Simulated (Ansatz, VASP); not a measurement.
# One calculation of Mg12Cu, two programs

```
Mg Cu
1.0
     6.42000    0.00000    0.00000
    -4.81500    8.33982    0.00000
     0.00000    0.00000    5.21304
Mg Cu
12 1
Direct
  0.99931 0.99634 0.03077
  0.17002 0.22465 0.50969
  0.00237 0.33124 0.00697
  0.14643 0.53095 0.51365
  0.97318 0.65119 0.96798
  0.16303 0.90444 0.53469
  0.51987 0.02473 0.98860
  0.66424 0.22460 0.49497
  0.49716 0.33166 0.99186
  0.66768 0.55992 0.47112
  0.50365 0.65187 0.96731
  0.69423 0.90529 0.53413
  0.33344 0.77798 0.25169
```

Alike in both runs: functional PBE; k mesh 4 × 3 × 4; occupations fermi-dirac, width 0.05 eV; no spin polarisation.

Ansatz relaxed the structure, and its values are those at the end. VASP's run is a single point on that final structure, the one shown.

|  | VASP | Ansatz |
| --- | --- | --- |
| version | VASP 6.6.1 | Ansatz 0.2.0 |
| potentials or method | VASP PAW PBE potentials, release 64 (Mg, Cu), cutoff 520 eV | scalar-relativistic, plane waves, PAW |
| valence electrons in the cell | 35 | 139 |

```csv
,VASP,Ansatz,Ansatz less VASP
rms of the force components (eV/Å),0.003,0.003,+0.0002
```

VASP's potentials hold 35 valence electrons a cell and Ansatz's 139, so a difference there can come from the potentials and not from the codes.
